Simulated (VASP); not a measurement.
A run of VASP 6.6.1:

Contents of INCAR:

```
PREC = Accurate ; ENCUT = 520
EDIFF = 1E-7 ; ISMEAR = 0
SIGMA = 0.1 ; LREAL = False
LASPH = True ; NELM = 60
ALGO = Normal ; ISIF = 2
LWAVE = False ; LCHARG = False
GGA = PE ; NBANDS = 51
```

The input KPOINTS:

```
regular mesh
0
Gamma
  12 12 4
```

Contents of POSCAR:

```
SnGe2
1.0
    4.3350063011      0.0000000000      0.0000000000
   -2.1675031505      3.7542255824      0.0000000000
    0.0000000000      0.0000000000     10.6367392349
Sn Ge
2 4
Direct
    0.0000000000      0.0000000000      0.8633917151
    0.0000000000      0.0000000000      0.1366082849
    0.3333333333      0.6666666667      0.7735328101
    0.6666666667      0.3333333333      0.2264671899
    0.3333333333      0.6666666667      0.5365937430
    0.6666666667      0.3333333333      0.4634062570
```

Potentials or basis: VASP PAW PBE potentials, release 64 (Sn_d, Ge_d).

Run with:

```console
$ cat potpaw_PBE.64/Sn_d/POTCAR potpaw_PBE.64/Ge_d/POTCAR > POTCAR
$ mpirun -np 1 vasp_std > vasp.out
```

Hardware: 1 thread of Intel(R) Xeon(R) Platinum 8259CL CPU @ 2.50GHz (Skylake/Cascade Lake), on a shared host.

Estimate the wall time of this run.

Wall time 9.7 min on 1 thread of Intel(R) Xeon(R) Platinum 8259CL CPU @ 2.50GHz (Skylake/Cascade Lake), with other jobs on the host, peak memory 0.59 GiB. Counts: scf iterations 16, k points 69.
